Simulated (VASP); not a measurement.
# TaAs (I4_1md) in VASP: notebook

The runs below take TaAs through single point, with PBEsol, LDA.

Everything below comes from runs of VASP 6.6.1. Logs are shortened: lines on timing, memory, paths and dates and some standing lists are left out, and cuts for length are marked.

**1. The cell of the first run**

Symmetry: I4_1md, No. 109, tetragonal system. Conventional cell: a = 3.428 Å, b = 3.428 Å, c = 11.580 Å, α = 90.00°, β = 90.00°, γ = 90.00°. Ta (site symmetry 2mm) has 6 As at 2.59 to 2.60 Å and 4 Ta at 3.36 Å within 3.4 Å. Within 3.4 Å of As (site symmetry 2mm) lie 6 Ta at 2.59 to 2.60 Å and 4 As at 3.36 Å.

**2. Single point, PBEsol**

INCAR

```
SYSTEM = TaAs
PREC     = Accurate       ! precision mode
ENCUT    = 520            ! plane-wave cutoff, eV
EDIFF    = 1E-6           ! SCF threshold, eV
ISMEAR   = -1             ! smearing method
SIGMA    = 0.05           ! smearing width, eV
LREAL    = .FALSE.        ! projectors in reciprocal space
LASPH    = .TRUE.         ! aspherical terms in the spheres
NELM     = 100            ! most SCF steps
ALGO     = Normal         ! electronic algorithm
ISIF     = 2              ! what is computed and relaxed
LWAVE    = .FALSE.        ! write WAVECAR
LCHARG   = .TRUE.         ! write CHGCAR
GGA      = PS             ! functional
LELF     = .TRUE.         ! ELF
LVHAR    = .TRUE.       
NBANDS   = 24             ! bands
```

KPOINTS

```
Automatic mesh
0
G
  11 11 11
  0 0 0
```

POSCAR

```
TaAs
1.0
   -1.7138831076      1.7138831076      5.7901083725
    1.7138831076     -1.7138831076      5.7901083725
    1.7138831076      1.7138831076     -5.7901083725
Ta As
2 2
Direct
    0.5003187320      0.5003187320      0.0000000000
    0.2503187320      0.7503187320      0.5000000000
    0.0822806880      0.0822806880      0.0000000000
    0.8322806880      0.3322806880      0.5000000000
```

Potentials or basis: VASP PAW PBE potentials, release 64 (Ta_pv, As).

Started as:

```console
$ cat potpaw_PBE.64/Ta_pv/POTCAR potpaw_PBE.64/As/POTCAR > POTCAR
$ mpirun -np 1 vasp_std > vasp.out
```

OUTCAR:

```text
SYSTEM = TaAs
   PREC = Accurate
   ENCUT = 520
   EDIFF = 1E-6
   ISMEAR = -1
   LREAL = .FALSE.
   LASPH = .TRUE.
   NELM = 100
   ISIF = 2
   GGA = PS

 ion  position               nearest neighbor table
   1  0.500  0.500  0.000-   4 2.59   4 2.59   3 2.60   3 2.60   3 2.60   3 2.60   2 3.36   2 3.36
                             2 3.36   2 3.36
   2  0.250  0.750  0.500-   3 2.59   3 2.59   4 2.60   4 2.60   4 2.60   4 2.60   1 3.36   1 3.36
                             1 3.36   1 3.36
   3  0.082  0.082  0.000-   2 2.59   2 2.59   1 2.60   1 2.60   1 2.60   1 2.60
   4  0.832  0.332  0.500-   1 2.59   1 2.59   2 2.60   2 2.60   2 2.60   2 2.60

  LATTYP: Found a body centered tetragonal cell.
 ALAT       =     3.4277662152
 C/A-ratio  =     3.3783566375

  Lattice vectors:

 A1 = (  -1.7138831076,   1.7138831076,   5.7901083725)
 A2 = (   1.7138831076,  -1.7138831076,   5.7901083725)
 A3 = (   1.7138831076,   1.7138831076,  -5.7901083725)

Analysis of symmetry for initial positions (statically):
=====================================================================
 Subroutine PRICEL returns:
 Original cell was already a primitive cell.

 Routine SETGRP: Setting up the symmetry group for a
 body centered tetragonal supercell.

 Subroutine GETGRP returns: Found  8 space group operations
 (whereof  4 operations were pure point group operations)
 out of a pool of 16 trial point group operations.

The static configuration has the point symmetry C_2v.
 The point group associated with its full space group is C_4v.

Analysis of symmetry for dynamics (positions and initial velocities):
=====================================================================
 Subroutine PRICEL returns:
 Original cell was already a primitive cell.

 Routine SETGRP: Setting up the symmetry group for a
 body centered tetragonal supercell.

 Subroutine GETGRP returns: Found  8 space group operations
 (whereof  4 operations were pure point group operations)
 out of a pool of 16 trial point group operations.

The dynamic configuration has the point symmetry C_2v.
 The point group associated with its full space group is C_4v.

 Subroutine INISYM returns: Found  8 space group operations
 (whereof  4 operations are pure point group operations),
 and found     1 'primitive' translations

----------------------------------------------------------------------------------------

                                     Primitive cell

  volume of cell :      68.0313

  direct lattice vectors                    reciprocal lattice vectors
    -1.713883108  1.713883108  5.790108372     0.000000000  0.291735182  0.086354170
     1.713883108 -1.713883108  5.790108372     0.291735182  0.000000000  0.086354170
     1.713883108  1.713883108 -5.790108372     0.291735182  0.291735182  0.000000000

  length of vectors
     6.276953527  6.276953527  6.276953527     0.304247365  0.304247365  0.412575851

  position of ions in fractional coordinates (direct lattice)
     0.500318732  0.500318732  0.000000000
     0.250318732  0.750318732  0.500000000
     0.082280688  0.082280688  0.000000000
     0.832280688  0.332280688  0.500000000

  ion indices of the primitive-cell ions
   primitive index   ion index
                 1           1
                 2           2
                 3           3
                 4           4

----------------------------------------------------------------------------------------

 KPOINTS: Automatic mesh

Automatic generation of k-mesh.
 Grid dimensions read from file:
 generate k-points for:   11   11   11

 Generating k-lattice:

  Cartesian coordinates                     Fractional coordinates (reciprocal lattice)
     0.000000000  0.026521380  0.007850379     0.090909091  0.000000000  0.000000000
     0.026521380  0.000000000  0.007850379     0.000000000  0.090909091  0.000000000
     0.026521380  0.026521380  0.000000000     0.000000000  0.000000000  0.090909091

  Length of vectors
     0.027658851  0.027658851  0.037506896

  Shift w.r.t. Gamma in fractional coordinates (k-lattice)
     0.000000000  0.000000000  0.000000000

 Subroutine IBZKPT returns following result:
 ===========================================

 Found    126 irreducible k-points:

 Following reciprocal coordinates:
            Coordinates               Weight
  0.000000  0.000000  0.000000      1.000000
  0.090909  0.000000 -0.000000      8.000000
  0.181818  0.000000  0.000000      8.000000
  0.272727  0.000000  0.000000      8.000000
  0.363636  0.000000  0.000000      8.000000
  0.454545 -0.000000  0.000000      8.000000
[... 16 lines left out ...]
 -0.272727  0.181818  0.000000     16.000000
 -0.181818  0.181818  0.000000      4.000000
 [... further k-points ...]
   k-points           NKPTS =    126   k-points in BZ     NKDIM =    126   number of bands    NBANDS=     24
   number of dos      NEDOS =    301   number of ions     NIONS =      4
   total plane-waves  NPLWV = 110592
   dimension x,y,z NGX =    48 NGY =   48 NGZ =   48
   dimension x,y,z NGXF=    96 NGYF=   96 NGZF=   96
   ions per type =               2   2
   NGX,Y,Z   is equivalent  to a cutoff of  12.71, 12.71, 12.71 a.u.
   NGXF,Y,Z  is equivalent  to a cutoff of  25.43, 25.43, 25.43 a.u.
 SYSTEM =  TaAs
   PREC   = accura    normal or accurate (medium, high low for compatibility)
   ISTART =      0    job   : 0-new  1-cont  2-samecut
   ICHARG =      2    charge: 1-file 2-atom 10-const
   ISPIN  =      1    spin polarized calculation?
   LNONCOLLINEAR =      F non collinear calculations
   LSORBIT =      F    spin-orbit coupling
   LASPH  =      T    aspherical Exc in radial PAW
   ENCUT  =  520.0 eV  38.22 Ry    6.18 a.u.  11.67 11.67 11.67*2*pi/ulx,y,z
   NELM   =    100;   NELMIN=  2; NELMDL= -5     # of ELM steps
   EDIFF  = 0.1E-05   stopping-criterion for ELM
   LREAL  =      F    real-space projection
   EDIFFG = 0.1E-04   stopping-criterion for IOM
   NSW    =      0    number of steps for IOM
   IBRION =     -1    ionic relax: 0-MD 1-quasi-New 2-CG
   NFREE  =      0    steps in history (QN), initial steepest desc. (CG)
   ISIF   =      2    stress and relaxation
   ISYM   =      2    0-nonsym 1-usesym 2-fastsym
   POTIM  = 0.5000    time-step for ionic-motion
   TEBEG  =    0.0;   TEEND  =   0.0 temperature during run
   PSTRESS=    0.0 pullay stress
   NELECT =      32.0000    total number of electrons
   NUPDOWN=      -1.0000    fix difference up-down
   EMIN   =  10.00;   EMAX   =-10.00  energy-range for DOS
   EFERMI =   0.00;   METHOD = LEGACY
   ISMEAR =    -1;   SIGMA  =   0.05  broadening in eV -4-tet -1-fermi 0-gaus
   EFERMI_NEDOS =   21; number of points for ismear=-14 and -15
   IALGO  =     38    algorithm
   IMIX   =      4    mixing-type and parameters
     AMIX     =   0.40;   BMIX     =  1.00
     AMIX_MAG =   1.60;   BMIX_MAG =  1.00
  volume/ion in A,a.u.               =      17.01       114.77
  Fermi-wavevector in a.u.,A,eV,Ry     =   1.273176  2.405954 22.054735  1.620977
  Thomas-Fermi vector in A             =   2.406014
   LORBIT       =      0    0 simple, 1 ext, 2 COOP (PROOUT), +10 PAW based schemes
   GGA     = PS    functional components
   LHFCALC =     F    Hartree Fock is set to
   AEXX    =    0.0000 exact exchange contribution
   IVDW    =     0    specifies the selected vdW correction
   LEPSILON=     F    determine dielectric tensor
   LRPA    =     F    only Hartree local field effects (RPA)
 non-spin polarized calculation
  energy-cutoff  :      520.00
  volume of cell :       68.03
 maximum number of plane-waves:      1845
   NGX = 23   NGY = 23   NGZ = 23

 number of electron      32.0000001 magnetization

 Free energy of the ion-electron system (eV)
  ---------------------------------------------------
  ext. energy  EPLUGINS =         0.00000000
  ---------------------------------------------------
  free energy    TOTEN  =       -37.72758439 eV

  energy without entropy =      -37.72299467  energy(sigma->0) =      -37.72528953

 E-fermi :   7.0296     XC(G=0): -12.1230

 val. band max:        7.0131474968   @ k =  -0.0909  -0.4545   0.0909
 cond. band min:       7.0375229106   @ k =  -0.0909  -0.4545   0.0909
 fundamental gap:      0.0243754138
 Fermi energy:         7.0295943434

 k-point     1 :       0.0000    0.0000    0.0000
  band No.  band energies     occupation
      1     -27.8474      2.00000
      2     -27.7965      2.00000
      3     -27.7965      2.00000
      4     -27.6389      2.00000
      5     -27.6389      2.00000
      6     -27.5787      2.00000
[... 16 lines left out ...]
     23      11.2272      0.00000
     24      11.2274      0.00000

 k-point     2 :       0.0909    0.0000   -0.0000
  band No.  band energies     occupation
      1     -27.8442      2.00000
      2     -27.8085      2.00000
      3     -27.7953      2.00000
      4     -27.6523      2.00000
      5     -27.6373      2.00000
      6     -27.5802      2.00000
[... 16 lines left out ...]
     23      10.9438      0.00000
     24      11.6265      0.00000

 k-point     3 :       0.1818    0.0000    0.0000
  band No.  band energies     occupation
      1     -27.8590      2.00000
      2     -27.8169      2.00000
      3     -27.7918      2.00000
      4     -27.6865      2.00000
      5     -27.6330      2.00000
      6     -27.5859      2.00000
[... 16 lines left out ...]
     23      11.4233      0.00000
     24      12.5196      0.00000
[... 514 lines left out ...]
 k-point    23 :      -0.2727    0.1818    0.0000
  band No.  band energies     occupation
      1     -27.8983      2.00000
      2     -27.8438      2.00000
      3     -27.7869      2.00000
      4     -27.7227      2.00000
      5     -27.6737      2.00000
      6     -27.5888      2.00000
[... 16 lines left out ...]
     23      11.6169      0.00000
     24      13.0950      0.00000

 k-point    24 :      -0.1818    0.1818    0.0000
  band No.  band energies     occupation
      1     -27.8553      2.00000
      2     -27.8463      2.00000
      3     -27.8002      2.00000
      4     -27.6860      2.00000
      5     -27.6755      2.00000
      6     -27.5825      2.00000
[... 16 lines left out ...]
     23      11.2036      0.00000
     24      12.6176      0.00000

 [... further k-points ...]

------------------------ aborting loop because EDIFF is reached ----------------------------------------

  FORCE on cell =-STRESS in cart. coord.  units (eV):
  Direction    XX          YY          ZZ          XY          YZ          ZX
  --------------------------------------------------------------------------------------
  -------------------------------------------------------------------------------------
  Total        0.3768228      0.3768228      0.3126628      0.0000000      0.0000000      0.0000000
  in kB        8.8743934      8.8743934      7.3633884      0.0000000      0.0000000      0.0000000
  external PRESSURE =       8.3707251 kB  Pullay stress =       0.0000000 kB

 VOLUME and BASIS-vectors are now :
 -----------------------------------------------------------------------------
  energy-cutoff  :      520.00
  volume of cell :       68.03
      direct lattice vectors                 reciprocal lattice vectors
    -1.713883108  1.713883108  5.790108372     0.000000000  0.291735182  0.086354170
     1.713883108 -1.713883108  5.790108372     0.291735182  0.000000000  0.086354170
     1.713883108  1.713883108 -5.790108372     0.291735182  0.291735182  0.000000000

 POSITION                                       TOTAL-FORCE (eV/Angst)
 -----------------------------------------------------------------------------------
      0.00000      0.00000      5.79380         0.000000      0.000000      0.002053
      1.71388      0.00000      2.89875        -0.000000     -0.000000      0.002053
      0.00000      0.00000      0.95283        -0.000000     -0.000000     -0.002053
      0.00000      1.71388      3.84788         0.000000      0.000000     -0.002053
 -----------------------------------------------------------------------------------
    total drift:                                0.000000      0.000000      0.000234

  FREE ENERGIE OF THE ION-ELECTRON SYSTEM (eV)
  ---------------------------------------------------
  free  energy   TOTEN  =       -37.7275843871 eV

  energy  without entropy=      -37.7229946679  energy(sigma->0) =      -37.72528953
```

It took 15 min on 1 thread of AMD EPYC 7R13, shared host; peak memory 0.42 GiB.

Results:

| Quantity | Value |
| --- | --- |
| Free energy | -37.7276 eV |
| Pressure | 0.8 GPa |
| Band gap on the k mesh | zero (band 16 reaches 7.06 eV, above the bottom of band 17 at 7.04 eV) |

Forces on the atoms (eV/Å):
```
Ta   0.000  0.000  0.002
Ta   0.000  0.000  0.002
As   0.000  0.000 -0.002
As   0.000  0.000 -0.002
```

Stress tensor (GPa, compression positive):
```
0.89 0.00 0.00
0.00 0.89 0.00
0.00 0.00 0.74
```

Levels at points of the mesh, in eV from the Fermi level:
```tsv
k point	band 13	band 14	band 15	band 16	band 17	band 18	band 19	band 20
(0.00, 0.00, 0.00)	-2.41	-1.97	-1.64	-1.64	0.90	1.61	2.43	3.18
```

Caveat: the PAW data sets were made with another functional, which shifts forces and pressure a little; spin-orbit coupling is left out, which moves the levels of the heavy elements.

**3. Single point, LDA (volume scaled by 0.94)**

INCAR

```
SYSTEM = TaAs
ALGO     = Normal         ! electronic algorithm
EDIFF    = 1E-7           ! SCF threshold, eV
ENCUT    = 520            ! plane-wave cutoff, eV
GGA      = CA             ! functional
ISIF     = 2              ! what is computed and relaxed
ISMEAR   = -1             ! smearing method
LASPH    = .True.         ! aspherical terms in the spheres
LCHARG   = .False.        ! write CHGCAR
LREAL    = .False.        ! projectors in reciprocal space
LWAVE    = .False.        ! write WAVECAR
NBANDS   = 24             ! bands
NELM     = 80             ! most SCF steps
PREC     = Accurate       ! precision mode
SIGMA    = 0.05           ! smearing width, eV
```

KPOINTS

```
k-points
0
Gamma
  11 11 11
  0 0 0
```

POSCAR

```
TaAs
1.0
   -1.6866644514      1.6866644514      5.7481540155
    1.6866644514     -1.6866644514      5.7481540155
    1.6866644514      1.6866644514     -5.7481540155
Ta As
2 2
Direct
    0.4999673000      0.4999673000      0.0000000000
    0.2499673000      0.7499673000      0.5000000000
    0.0826321200      0.0826321200      0.0000000000
    0.8326321200      0.3326321200      0.5000000000
```

Potentials or basis: VASP PAW LDA potentials, release 64 (Ta_pv, As).

Started as:

```console
$ cat potpaw_LDA.64/Ta_pv/POTCAR potpaw_LDA.64/As/POTCAR > POTCAR
$ mpirun -np 1 vasp_std > vasp.out
```

It took 7.1 min on 1 thread of AMD EPYC 7R43 (Zen 3), shared host; peak memory 0.34 GiB.

The run converged. Its results:

| Item | Value |
| --- | --- |
| Free energy | -38.9208 eV |
| Pressure | 5.7 GPa |
| Largest force | 0.056 eV/Å |
| Band gap on the k mesh | zero (band 16 reaches 7.57 eV, above the bottom of band 17 at 7.56 eV) |

Forces on the atoms (eV/Å):
```
Ta   0.000  0.000  0.056
Ta   0.000  0.000  0.056
As   0.000  0.000 -0.056
As   0.000  0.000 -0.056
```

Stress tensor (GPa, compression positive):
```
6.37 0.00 0.00
0.00 6.37 0.00
0.00 0.00 4.35
```

Levels at points of the mesh, in eV from the Fermi level:
```tsv
k point	band 14	band 15	band 16	band 17	band 18	band 19
(0.00, 0.00, 0.00)	-2.10	-1.64	-1.64	0.99	1.71	2.52
```

Caveat: spin-orbit coupling is left out, which moves the levels of the heavy elements.
